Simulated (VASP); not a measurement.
A run of VASP 6.6.1:

File POSCAR:

```
SiO2
1.0
    4.1773000000      0.0000000000      0.0000000000
    0.0000000000      4.1773000000      0.0000000000
    0.0000000000      0.0000000000      2.6652000000
Si O
2 4
Direct
    0.0000000000      0.0000000000      0.0000000000
    0.5000000000      0.5000000000      0.5000000000
    0.3054889230      0.3054889230      0.0000000000
    0.1945110770      0.8054889230      0.5000000000
    0.6945110770      0.6945110770      0.0000000000
    0.8054889230      0.1945110770      0.5000000000
```

The input INCAR.step1:

```
SYSTEM = SiO2
ALGO = Normal ; EDIFF = 1E-4
ENCUT = 520 ; GGA = PE
ISMEAR = -4 ; LASPH = .True.
LCHARG = .False. ; LREAL = .False.
LWAVE = .True. ; NBANDS = 25
NELM = 80 ; PREC = Accurate
SIGMA = 0.1
```

Contents of INCAR.step2:

```
SYSTEM = SiO2
ALGO = Normal ; EDIFF = 1E-8
ENCUT = 520 ; ISIF = 2
ISMEAR = -4 ; ISTART = 1
LASPH = .True. ; LCHARG = .False.
LEFG = .True. ; LMIXTAU = .True.
LREAL = .False. ; LWAVE = .False.
METAGGA = R2SCAN ; NBANDS = 25
NELM = 80 ; PREC = Accurate
SIGMA = 0.1
```

The input KPOINTS:

```
k-points
0
Gamma
  5 5 7
  0 0 0
```

Potentials or basis: VASP PAW PBE potentials, release 64 (Si, O).

Command:

```console
$ cat potpaw_PBE.64/Si/POTCAR potpaw_PBE.64/O/POTCAR > POTCAR
$ cp INCAR.step1 INCAR
$ mpirun -np 1 vasp_std > vasp.out
$ cp INCAR.step2 INCAR
$ mpirun -np 1 vasp_std > vasp.out
```

Hardware: 1 thread of AMD EPYC 7R13 Processor (Zen 3), with other jobs on the host.

**Question.** How long does it take, and how much memory?

**Answer.** Run time: 100 s on 1 thread of AMD EPYC 7R13 Processor (Zen 3), on a shared host, peak memory 0.13 GiB. Counts: k points 24.
